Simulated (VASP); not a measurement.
Input of a VASP 6.6.1 run:

Contents of INCAR:

```
SYSTEM = Ti
ALGO = Normal
EDIFF = 1E-6
ENCUT = 520
GGA = RE
ISIF = 2
ISMEAR = -1
IVDW = 12
LASPH = .TRUE.
LCHARG = .FALSE.
LREAL = .FALSE.
LWAVE = .FALSE.
NBANDS = 19
NELM = 100
PREC = Accurate
SIGMA = 0.05
```

The input KPOINTS:

```
k-points
0
G
  10 10 6
  0 0 0
```

File POSCAR:

```
Ti
1.0
    2.9500000000      0.0000000000      0.0000000000
   -1.4750000000      2.5547749412      0.0000000000
    0.0000000000      0.0000000000      4.6800000000
Ti
2
Direct
    0.6666666667      0.3333333333      0.7500000000
    0.3333333333      0.6666666667      0.2500000000
```

Potentials or basis: VASP PAW PBE potentials, release 64 (Ti_sv).

Launch:

```console
$ cat potpaw_PBE.64/Ti_sv/POTCAR > POTCAR
$ mpirun -np 1 vasp_std > vasp.out
```

(1) Predict the dispersion energy per atom.

(2) Predict the band gap on the k mesh.

(3) Estimate the pressure.

Results:

(1) -1.101 eV.

(2) zero (band 12 reaches 9.03 eV, above the bottom of band 13 at 8.02 eV).

(3) -10.0 GPa.

Caveat: the PAW data sets were made with another functional, which shifts forces and pressure a little; pairwise dispersion overbinds metals, which lowers pressure and volume.
